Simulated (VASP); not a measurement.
The system is SbP5.

```
CELL_PARAMETERS angstrom
4.80558 0.00000 0.00000
-2.40279 4.16176 0.00000
0.00000 0.00000 5.33543
ATOMIC_POSITIONS crystal
Sb 0.00000 0.00000 0.50000
P 0.33333 0.66667 0.71477
P 0.66667 0.33333 0.71477
P 0.66667 0.33333 0.28523
P 0.33333 0.66667 0.28523
P 0.00000 0.00000 0.00000
```

The cell was generated, and may not be a known phase.

| Quantity | Value |
| --- | --- |
| Program | VASP 6.6.1 |
| Task | relaxation of cell and atoms |
| Functional | PBE |
| Potentials or basis | VASP PAW PBE potentials, release 64 (Sb, P) |
| Cutoff | 600 eV |
| k mesh | 12 × 12 × 8 |
| Occupations | gaussian, width 0.1 eV |
| Spin | no spin polarisation |

At the start: pressure 0.2 GPa; volume 17.78 Å³/atom.

Task: Where does the relaxation end?

Result: Over 11 steps the energy falls by 3.4 meV/atom and the volume is 18.15 Å³/atom (+2.1 %); space group P6/mmm (No. 191, to 0.1 Å) before and after.

The path:
| step | energy change (eV) | largest force (eV/Å) | pressure (GPa) | volume (Å³) |
| --- | --- | --- | --- | --- |
| 1 | 0.0000 | 0.1460 | 0.20 | 106.71 |
| 2 | -0.0084 | 0.1351 | 0.05 | 107.04 |
| 3 | -0.0148 | 0.0920 | -0.17 | 107.72 |
| 4 | -0.0169 | 0.0151 | 0.45 | 107.44 |
| 5 | -0.0169 | 0.0142 | 0.46 | 107.44 |
| 6 | -0.0189 | 0.0031 | 0.39 | 107.94 |
| 7 | -0.0200 | 0.0415 | 0.33 | 108.52 |
| 8 | -0.0202 | 0.0240 | -0.20 | 109.12 |
| 9 | -0.0204 | 0.0011 | 0.00 | 108.89 |
| 10 | -0.0204 | 0.0003 | 0.00 | 108.89 |
| 11 | -0.0205 | 0.0007 | 0.00 | 108.91 |

Final structure:
```
CELL_PARAMETERS angstrom
4.81057 0.00000 0.00000
-2.40529 4.16608 0.00000
0.00000 0.00000 5.43438
ATOMIC_POSITIONS crystal
Sb 0.00000 0.00000 0.50000
P 0.33333 0.66667 0.70708
P 0.66667 0.33333 0.70708
P 0.66667 0.33333 0.29292
P 0.33333 0.66667 0.29292
P 0.00000 0.00000 0.00000
```
